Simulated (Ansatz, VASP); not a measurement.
AlGa3N2: VASP beside Ansatz

INCAR

```
PREC     = Accurate       # precision mode
ENCUT    = 600            # plane-wave cutoff, eV
EDIFF    = 1E-7           # SCF threshold, eV
ISMEAR   = 0              # smearing method
SIGMA    = 0.1            # smearing width, eV
LREAL    = False          # projectors in reciprocal space
LASPH    = True           # aspherical terms in the spheres
NELM     = 80             # most SCF steps
ALGO     = Fast           # electronic algorithm
ISIF     = 3              # what is computed and relaxed
LWAVE    = False          # write WAVECAR
LCHARG   = False          # write CHGCAR
GGA      = PE             # functional
IBRION   = 2              # ionic algorithm
NSW      = 100            # ionic steps
EDIFFG   = -0.01          # ionic threshold
```

Contents of KPOINTS:

```
Automatic mesh
0
Gamma
  12 12 4
```

Contents of POSCAR:

```
AlGa3N2
1.0
    3.2035226485      0.0000000000      0.0000000000
   -1.6017613243      2.7743319952      0.0000000000
    0.0000000000      0.0000000000      9.4362046052
Al Ga N
1 3 2
Direct
    0.3333333333      0.6666666667      0.2540617949
    0.0000000000      0.0000000000      0.9786710766
    0.6666666667      0.3333333333      0.5241168893
    0.0000000000      0.0000000000      0.7118830588
    0.3333333333      0.6666666667      0.0534578248
    0.6666666667      0.3333333333      0.3148093555
```

Input for Ansatz:

```yaml
crystal:
  lattice:
    - [3.2035226485, 0.0, 0.0]
    - [-1.6017613243, 2.7743319952, 0.0]
    - [0.0, 0.0, 9.4362046052]
  atoms:
    - { symbol: Al, position: [0.3333333333, 0.6666666667, 0.2540617949] }
    - { symbol: Ga, position: [0.0, 0.0, 0.9786710766] }
    - { symbol: Ga, position: [0.6666666667, 0.3333333333, 0.5241168893] }
    - { symbol: Ga, position: [0.0, 0.0, 0.7118830588] }
    - { symbol: "N", position: [0.3333333333, 0.6666666667, 0.0534578248] }
    - { symbol: "N", position: [0.6666666667, 0.3333333333, 0.3148093555] }
basis:
  ecutwfc: 420
kpoints:
  mp_grid: { grid: [12, 12, 4] }
hamiltonian:
  xc: pbe
scf:
  occupations: { method: gaussian, width: 0.1 }
output:
  forces: true
  stress: true
  eigenvalues: true
relax:
  adjacent_minimum: "off"
  f_tol: 0.01
  max_steps: 80
  cell: { stress_tol: 0.05 }
```

Alike in both runs: task relaxation of cell and atoms; functional PBE; k mesh 12 × 12 × 4; occupations gaussian, width 0.1 eV; no spin polarisation.

|  | VASP | Ansatz |
| --- | --- | --- |
| version | VASP 6.6.1 | Ansatz 0.2.0 |
| potentials or method | VASP PAW PBE potentials, release 64 (Al, Ga_d, N), cutoff 600 eV | scalar-relativistic, plane waves, PAW |
| valence electrons in the cell | 52 | 52 |

```tsv
	VASP	Ansatz	Ansatz less VASP
gap on the k mesh at the Fermi level, each at its own relaxed structure (eV)	none	none	-
relaxed volume (Å³/atom)	14.00	14.01	+0.002
relaxed length of the cell vector where the two differ most in proportion (Å)	9.363	9.357	-0.0055
```

A gap of «none» marks a metal or a gap that the smearing closes.
